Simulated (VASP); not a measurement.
# Ir (I4/mmm) in VASP: further runs

Ir is run at these levels: LDA; tasks: single point.

Program: VASP 6.6.1. These are calculated values, not measurements. Logs are shortened: lines on timing, memory, paths and dates and some standing lists are left out, and cuts for length are marked.

## (1) The cell of the first run

It takes space group I4/mmm (No. 139, tetragonal). The conventional cell has a = 2.701 Å, b = 2.701 Å, c = 3.804 Å, α = 90.00°, β = 90.00°, γ = 90.00°. Ir (site symmetry 4/mmm) has 12 Ir at 2.70 Å within 3.6 Å.

## (2) Single point, LDA

Contents of INCAR:

```
  ALGO = Normal
  EDIFF = 1E-6
  ENCUT = 500
  GGA = CA
  GGA_COMPAT = F
  ISIF = 2
  ISMEAR = 0
  LASPH = T
  LCHARG = F
  LREAL = F
  LWAVE = F
  NBANDS = 16
  NELM = 120
  PREC = Accurate
  SIGMA = 0.1
```

Contents of KPOINTS:

```
k-points
0
Gamma
  9 9 18
```

Contents of POSCAR:

```
Ir
1.0
    3.8197500149      0.0000000000      0.0000000001
    0.0000000000      3.8197500149      0.0000000000
   -1.9098750075      0.0000000000      1.9018307523
Ir
2
Direct
    0.0000000000      0.0000000000      0.0000000000
    0.5000000000      0.5000000000      0.0000000000
```

Potentials or basis: VASP PAW LDA potentials, release 64 (Ir).

On the command line:

```bash
$ cat potpaw_LDA.64/Ir/POTCAR > POTCAR
$ mpirun -np 1 vasp_std > vasp.out
```

OUTCAR:

```text
EDIFF = 1E-6
   ENCUT = 500
   GGA = CA
   ISIF = 2
   ISMEAR = 0
   LASPH = T
   LREAL = F
   NELM = 120
   PREC = Accurate

 ion  position               nearest neighbor table
   1  0.000  0.000  0.000-   2 2.70   2 2.70   2 2.70   2 2.70   2 2.70   2 2.70   2 2.70   2 2.70

   2  0.500  0.500  0.000-   1 2.70   1 2.70   1 2.70   1 2.70   1 2.70   1 2.70   1 2.70   1 2.70

  LATTYP: Found a base centered orthorhombic cell.
 ALAT       =     3.8036615047
 B/A-ratio  =     1.0042297429
 C/A-ratio  =     1.0042297429

  Lattice vectors:

 A1 = (  -1.9098750075,   0.0000000000,   1.9018307523)
 A2 = (   1.9098750074,   0.0000000000,   1.9018307524)
 A3 = (   0.0000000000,   3.8197500149,   0.0000000000)

Analysis of symmetry for initial positions (statically):
=====================================================================
 Subroutine PRICEL returns following result:

  LATTYP: Found a body centered tetragonal cell.
 ALAT       =     2.7009711380
 C/A-ratio  =     1.4082569974

  Lattice vectors:

 A1 = (   0.0000000000,   1.9098750075,  -1.9018307524)
 A2 = (   0.0000000000,  -1.9098750074,  -1.9018307524)
 A3 = (  -1.9098750075,   0.0000000000,   1.9018307523)

   2 primitive cells build up your supercell.

 Routine SETGRP: Setting up the symmetry group for a
 base centered orthorhombic supercell.

 Subroutine GETGRP returns: Found  8 space group operations
 (whereof  8 operations were pure point group operations)
 out of a pool of  8 trial point group operations.

The static configuration has the point symmetry D_2h.

Analysis of symmetry for dynamics (positions and initial velocities):
=====================================================================
 Subroutine PRICEL returns following result:

  LATTYP: Found a body centered tetragonal cell.
 ALAT       =     2.7009711380
 C/A-ratio  =     1.4082569974

  Lattice vectors:

 A1 = (   0.0000000000,   1.9098750075,  -1.9018307524)
 A2 = (   0.0000000000,  -1.9098750074,  -1.9018307524)
 A3 = (  -1.9098750075,   0.0000000000,   1.9018307523)

   2 primitive cells build up your supercell.

 Routine SETGRP: Setting up the symmetry group for a
 base centered orthorhombic supercell.

 Subroutine GETGRP returns: Found  8 space group operations
 (whereof  8 operations were pure point group operations)
 out of a pool of  8 trial point group operations.

The dynamic configuration has the point symmetry D_2h.

 Subroutine INISYM returns: Found  8 space group operations
 (whereof  8 operations are pure point group operations),
 and found     2 'primitive' translations

----------------------------------------------------------------------------------------

                                     Primitive cell

  volume of cell :      13.8743

  direct lattice vectors                    reciprocal lattice vectors
     0.000000000  1.909875007 -1.901830752    -0.261797237  0.261797237 -0.262904572
     0.000000000 -1.909875007 -1.901830752    -0.261797237 -0.261797237 -0.262904572
    -1.909875008  0.000000000  1.901830752    -0.523594474  0.000000000 -0.000000000

  length of vectors
     2.695288993  2.695288993  2.695288993     0.454086336  0.454086336  0.523594474

  position of ions in fractional coordinates (direct lattice)
     0.000000000  0.000000000  0.000000000

  ion indices of the primitive-cell ions
   primitive index   ion index
                 1           1

----------------------------------------------------------------------------------------

 KPOINTS: k-points

Automatic generation of k-mesh.
 Grid dimensions read from file:
 generate k-points for:    9    9   18

 Generating k-lattice:

  Cartesian coordinates                     Fractional coordinates (reciprocal lattice)
     0.029088582  0.000000000  0.029211619     0.111111111  0.000000000  0.000000000
     0.000000000  0.029088582  0.000000000     0.000000000  0.111111111  0.000000000
    -0.000000000  0.000000000  0.029211619     0.000000000  0.000000000  0.055555556

  Length of vectors
     0.041224559  0.029088582  0.029211619

  Shift w.r.t. Gamma in fractional coordinates (k-lattice)
     0.000000000  0.000000000  0.000000000

 Subroutine IBZKPT returns following result:
 ===========================================

 Found    250 irreducible k-points:

 Following reciprocal coordinates:
            Coordinates               Weight
  0.000000  0.000000  0.000000      1.000000
  0.111111  0.000000 -0.000000      4.000000
  0.222222  0.000000  0.000000      4.000000
  0.333333  0.000000  0.000000      4.000000
  0.444444  0.000000  0.000000      4.000000
  0.000000  0.111111  0.000000      2.000000
[... 16 lines left out ...]
  0.222222  0.444444  0.000000      8.000000
  0.333333  0.444444  0.000000      8.000000
 [... further k-points ...]
   k-points           NKPTS =    250   k-points in BZ     NKDIM =    250   number of bands    NBANDS=     16
   number of dos      NEDOS =    301   number of ions     NIONS =      2
   total plane-waves  NPLWV =  15680
   dimension x,y,z NGX =    28 NGY =   28 NGZ =   20
   dimension x,y,z NGXF=    56 NGYF=   56 NGZF=   40
   ions per type =               2
   NGX,Y,Z   is equivalent  to a cutoff of  12.19, 12.19, 12.34 a.u.
   NGXF,Y,Z  is equivalent  to a cutoff of  24.37, 24.37, 24.67 a.u.
 SYSTEM =  unknown system
   PREC   = accura    normal or accurate (medium, high low for compatibility)
   ISTART =      0    job   : 0-new  1-cont  2-samecut
   ICHARG =      2    charge: 1-file 2-atom 10-const
   ISPIN  =      1    spin polarized calculation?
   LNONCOLLINEAR =      F non collinear calculations
   LSORBIT =      F    spin-orbit coupling
   LASPH  =      T    aspherical Exc in radial PAW
   ENCUT  =  500.0 eV  36.75 Ry    6.06 a.u.   6.96  6.96  4.91*2*pi/ulx,y,z
   NELM   =    120;   NELMIN=  2; NELMDL= -5     # of ELM steps
   EDIFF  = 0.1E-05   stopping-criterion for ELM
   LREAL  =      F    real-space projection
   EDIFFG = 0.1E-04   stopping-criterion for IOM
   NSW    =      0    number of steps for IOM
   IBRION =     -1    ionic relax: 0-MD 1-quasi-New 2-CG
   NFREE  =      0    steps in history (QN), initial steepest desc. (CG)
   ISIF   =      2    stress and relaxation
   ISYM   =      2    0-nonsym 1-usesym 2-fastsym
   POTIM  = 0.5000    time-step for ionic-motion
   TEBEG  =    0.0;   TEEND  =   0.0 temperature during run
   PSTRESS=    0.0 pullay stress
   NELECT =      18.0000    total number of electrons
   NUPDOWN=      -1.0000    fix difference up-down
   EMIN   =  10.00;   EMAX   =-10.00  energy-range for DOS
   EFERMI =   0.00;   METHOD = LEGACY
   ISMEAR =     0;   SIGMA  =   0.10  broadening in eV -4-tet -1-fermi 0-gaus
   EFERMI_NEDOS =   21; number of points for ismear=-14 and -15
   IALGO  =     38    algorithm
   IMIX   =      4    mixing-type and parameters
     AMIX     =   0.40;   BMIX     =  1.00
     AMIX_MAG =   1.60;   BMIX_MAG =  1.00
  volume/ion in A,a.u.               =      13.87        93.63
  Fermi-wavevector in a.u.,A,eV,Ry     =   1.417158  2.678041 27.325099  2.008338
  Thomas-Fermi vector in A             =   2.538418
   LORBIT       =      0    0 simple, 1 ext, 2 COOP (PROOUT), +10 PAW based schemes
   GGA     = CA    functional components
   LHFCALC =     F    Hartree Fock is set to
   AEXX    =    0.0000 exact exchange contribution
   IVDW    =     0    specifies the selected vdW correction
   LEPSILON=     F    determine dielectric tensor
   LRPA    =     F    only Hartree local field effects (RPA)
 non-spin polarized calculation
 Gauss-broadening in eV      SIGMA  =   0.10
  energy-cutoff  :      500.00
  volume of cell :       27.75
 maximum number of plane-waves:       722
   NGX = 13   NGY = 13   NGZ =  9

 number of electron      17.9999998 magnetization

 Free energy of the ion-electron system (eV)
  ---------------------------------------------------
  ext. energy  EPLUGINS =         0.00000000
  ---------------------------------------------------
  free energy    TOTEN  =       -20.66114403 eV

  energy without entropy =      -20.65260840  energy(sigma->0) =      -20.65687622

 E-fermi :  10.6649     XC(G=0): -14.2525

 val. band max:       10.6618633112   @ k =   0.4444   0.2222   0.0556
 cond. band min:      10.7356085037   @ k =   0.2222   0.2222   0.1111
 fundamental gap:      0.0737451925
 Fermi energy:        10.6648683120

 k-point     1 :       0.0000    0.0000    0.0000
  band No.  band energies     occupation
      1      -0.6592      2.00000
      2       2.5077      2.00000
      3       3.0752      2.00000
      4       6.6019      2.00000
      5       6.6019      2.00000
      6       6.6582      2.00000
[... 8 lines left out ...]
     15      22.4998      0.00000
     16      24.9612      0.00000

 k-point     2 :       0.1111    0.0000   -0.0000
  band No.  band energies     occupation
      1      -0.2878      2.00000
      2       2.7724      2.00000
      3       3.3547      2.00000
      4       6.4104      2.00000
      5       6.7788      2.00000
      6       6.7991      2.00000
[... 8 lines left out ...]
     15      23.3946      0.00000
     16      25.6037      0.00000

 k-point     3 :       0.2222    0.0000    0.0000
  band No.  band energies     occupation
      1       0.7390      2.00000
      2       3.3297      2.00000
      3       4.2283      2.00000
      4       5.9264      2.00000
      5       7.1251      2.00000
      6       7.2070      2.00000
[... 8 lines left out ...]
     15      25.7069      0.00000
     16      27.1412      0.00000

 k-point     4 :       0.3333    0.0000    0.0000
  band No.  band energies     occupation
      1       2.1748      2.00000
      2       3.9964      2.00000
      3       5.2044      2.00000
      4       5.5016      2.00000
      5       6.6569      2.00000
      6       6.9534      2.00000
[... 8 lines left out ...]
     15      25.4338      0.00000
     16      28.4179      0.00000
[... 324 lines left out ...]
 k-point    22 :       0.1111    0.4444   -0.0000
  band No.  band energies     occupation
      1       2.1392      2.00000
      2       2.9334      2.00000
      3       4.5073      2.00000
      4       5.0385      2.00000
      5       6.9645      2.00000
      6       7.1028      2.00000
[... 8 lines left out ...]
     15      28.5011      0.00000
     16      28.7250      0.00000

 k-point    23 :       0.2222    0.4444    0.0000
  band No.  band energies     occupation
      1       2.4678      2.00000
      2       3.0853      2.00000
      3       5.4889      2.00000
      4       5.8062      2.00000
      5       6.3987      2.00000
      6       6.7105      2.00000
[... 8 lines left out ...]
     15      27.3663      0.00000
     16      27.5073      0.00000

 k-point    24 :       0.3333    0.4444    0.0000
  band No.  band energies     occupation
      1       2.4374      2.00000
      2       2.7839      2.00000
      3       6.2010      2.00000
      4       6.6046      2.00000
      5       6.8839      2.00000
      6       7.0996      2.00000
[... 8 lines left out ...]
     15      25.7448      0.00000
     16      25.8135      0.00000

 [... further k-points ...]

------------------------ aborting loop because EDIFF is reached ----------------------------------------

  FORCE on cell =-STRESS in cart. coord.  units (eV):
  Direction    XX          YY          ZZ          XY          YZ          ZX
  --------------------------------------------------------------------------------------
  -------------------------------------------------------------------------------------
  Total        0.1409171      0.1409178      0.4379809      0.0000000      0.0000000     -0.0000000
  in kB        8.1364065      8.1364441     25.2885546      0.0000000      0.0000000     -0.0000000
  external PRESSURE =      13.8538017 kB  Pullay stress =       0.0000000 kB

 VOLUME and BASIS-vectors are now :
 -----------------------------------------------------------------------------
  energy-cutoff  :      500.00
  volume of cell :       27.75
      direct lattice vectors                 reciprocal lattice vectors
     3.819750015  0.000000000  0.000000000     0.261797237  0.000000000  0.262904572
     0.000000000  3.819750015  0.000000000     0.000000000  0.261797237  0.000000000
    -1.909875007  0.000000000  1.901830752    -0.000000000  0.000000000  0.525809144

 POSITION                                       TOTAL-FORCE (eV/Angst)
 -----------------------------------------------------------------------------------
      0.00000      0.00000      0.00000         0.000000      0.000000      0.000000
      1.90988      1.90988      0.00000        -0.000000     -0.000000     -0.000000
 -----------------------------------------------------------------------------------
    total drift:                               -0.000000      0.000000      0.000000

  FREE ENERGIE OF THE ION-ELECTRON SYSTEM (eV)
  ---------------------------------------------------
  free  energy   TOTEN  =       -20.6611440333 eV

  energy  without entropy=      -20.6526083995  energy(sigma->0) =      -20.65687622
```

Wall time 37 s (1 thread of Intel Xeon Platinum 8481C at 2.70GHz (Sapphire Rapids), shared host); peak memory 0.2 GiB.

Results:

```
Free energy            : -20.6611 eV
Pressure               : 1.4 GPa
Band gap on the k mesh : zero (band 9 reaches 12.20 eV, above the bottom of band 10 at 9.15 eV)
```

Stress tensor (GPa, compression positive):
```
0.81 0.00 0.00
0.00 0.81 0.00
0.00 0.00 2.53
```

Levels at points of the mesh, in eV from the Fermi level:
| k point | band 6 | band 7 | band 8 | band 9 | band 10 | band 11 | band 12 | band 13 |
| --- | --- | --- | --- | --- | --- | --- | --- | --- |
| (0.00, 0.00, 0.00) | -4.01 | -1.27 | -1.20 | 0.91 | 1.48 | 1.54 | 1.70 | 10.74 |
| (0.00, 0.00, 0.50) | 0.91 | 1.48 | 1.52 | 1.52 | 1.54 | 1.70 | 1.79 | 10.74 |

Caveat: spin-orbit coupling is left out, which moves the levels of the heavy elements.

## (3) Single point, LDA

Contents of INCAR:

```
SYSTEM = Ir
PREC     = Accurate       ! precision mode
ENCUT    = 500            ! plane-wave cutoff, eV
EDIFF    = 1E-6           ! SCF threshold, eV
ISMEAR   = 0              ! smearing method
SIGMA    = 0.1            ! smearing width, eV
LREAL    = .False.        ! projectors in reciprocal space
LASPH    = .True.         ! aspherical terms in the spheres
NELM     = 120            ! most SCF steps
ALGO     = Normal         ! electronic algorithm
ISIF     = 2              ! what is computed and relaxed
LWAVE    = .False.        ! write WAVECAR
LCHARG   = .False.        ! write CHGCAR
NBANDS   = 16             ! bands
GGA_COMPAT= .False.
```

Contents of KPOINTS:

```
Automatic mesh
0
Gamma
  9 9 18
  0 0 0
```

Contents of POSCAR:

```
Ir
1.0
    3.8197500149      0.0000000000      0.0000000000
    0.0000000000      3.8197500149      0.0000000000
   -1.9098750075      0.0000000000      1.9002808314
Ir
2
Direct
    0.0000000000      0.0000000000      0.0000000000
    0.5000000000      0.5000000000      0.0000000000
```

Potentials or basis: VASP PAW LDA potentials, release 64 (Ir).

On the command line:

```bash
$ cat potpaw_LDA.64/Ir/POTCAR > POTCAR
$ mpirun -np 1 vasp_std > vasp.out
```

Run time: 40 s. Hardware: 1 thread of Intel Xeon Platinum 8481C at 2.70GHz (Sapphire Rapids), shared host; peak memory 0.2 GiB.

The run converged. Its results:

- Free energy: -20.6607 eV
- Pressure: 1.7 GPa
- Band gap on the k mesh: zero (band 9 reaches 12.22 eV, above the bottom of band 10 at 9.17 eV)

Stress tensor (GPa, compression positive):
```
1.04 0.00 0.00
0.00 1.04 0.00
0.00 0.00 3.09
```

Levels at points of the mesh, in eV from the Fermi level:
| k point | band 5 | band 6 | band 7 | band 8 | band 9 | band 10 | band 11 | band 12 | band 13 | band 14 |
| --- | --- | --- | --- | --- | --- | --- | --- | --- | --- | --- |
| (0.00, 0.00, 0.00) | -4.07 | -4.00 | -1.28 | -1.19 | 0.91 | 1.48 | 1.55 | 1.70 | 10.74 | 11.79 |
| (0.00, 0.00, 0.50) | 0.91 | 0.91 | 1.48 | 1.52 | 1.52 | 1.55 | 1.70 | 1.80 | 10.74 | 10.89 |

Caveat: spin-orbit coupling is left out, which moves the levels of the heavy elements.

## (4) Single point, LDA

Contents of INCAR:

```
PREC = Accurate
ENCUT = 500
EDIFF = 1E-6
ISMEAR = 0
SIGMA = 0.1
LREAL = F
LASPH = T
NELM = 120
ALGO = Normal
ISIF = 2
LWAVE = F
LCHARG = F
NBANDS = 16
GGA_COMPAT = F
```

Contents of KPOINTS:

```
regular mesh
0
Gamma
  9 9 18
```

Contents of POSCAR:

```
Ir
1.0
    3.8197500149      0.0000000000      0.0000000001
    0.0000000000      3.8197500149      0.0000000000
   -1.9098750075      0.0000000000      1.9018307523
Ir
2
Direct
    0.0000000000      0.0000000000      0.0000000000
    0.5000000000      0.5000000000      0.0000000000
```

On the command line:

```bash
$ cat potpaw_LDA.64/Ir/POTCAR > POTCAR
$ mpirun -np 1 vasp_std > vasp.out
```

Run time: 36 s. Hardware: 1 thread of Intel Xeon Platinum 8481C at 2.70GHz (Sapphire Rapids), shared host; peak memory 0.2 GiB.

Results (log left out):

```yaml
Free_energy: -20.6611 eV
Pressure: 1.4 GPa
Band_gap_on_the_k_mesh: zero (band 9 reaches 12.20 eV, above the bottom of band 10 at 9.15 eV)
```

Stress tensor (GPa, compression positive):
```
0.81 0.00 0.00
0.00 0.81 0.00
0.00 0.00 2.53
```

Levels at points of the mesh, in eV from the Fermi level:
| k point | band 5 | band 6 | band 7 | band 8 | band 9 | band 10 | band 11 | band 12 | band 13 | band 14 |
| --- | --- | --- | --- | --- | --- | --- | --- | --- | --- | --- |
| (0.00, 0.00, 0.00) | -4.06 | -4.01 | -1.27 | -1.20 | 0.91 | 1.48 | 1.54 | 1.70 | 10.74 | 11.78 |
| (0.00, 0.00, 0.50) | 0.91 | 0.91 | 1.48 | 1.52 | 1.52 | 1.54 | 1.70 | 1.79 | 10.74 | 10.86 |

Caveat: spin-orbit coupling is left out, which moves the levels of the heavy elements.
